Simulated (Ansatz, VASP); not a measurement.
**One calculation of PbF2, two programs**

```
Pb F
1.0
     0.00000    2.98329    2.98329
     2.98329    0.00000    2.98329
     2.98329    2.98329    0.00000
Pb F
1 2
Cartesian
  0.0000 0.0000 0.0000
  4.4749 4.4749 4.4749
  1.4916 1.4916 1.4916
```

Alike in both runs: task single point; functional LDA; k mesh 8 × 8 × 8; occupations fermi-dirac, width 0.05 eV; no spin polarisation.

|  | VASP | Ansatz |
| --- | --- | --- |
| version | VASP 6.6.1 | Ansatz 0.2.0 |
| potentials or method | VASP PAW LDA potentials, release 64 (Pb_d, F) | Ansatz PAW |
| plane-wave cutoff (eV) | 600 | 420 |
| valence electrons in the cell | 28 | 28 |

Ansatz gave:

| Property | Result |
| --- | --- |
| gap on the k mesh at the Fermi level (eV) | 4.26 |
| least direct gap on the mesh (eV) | 4.42 |
| pressure (GPa) | -5.8 |

Task: What did VASP give for the same quantities?

Result: gap on the k mesh at the Fermi level (eV): 4.22; least direct gap on the mesh (eV): 4.38; pressure (GPa): -5.8.

LDA's correlation is that of Perdew and Zunger in VASP and of Perdew and Wang (1992) in Ansatz.

Neither program's run includes spin-orbit coupling.
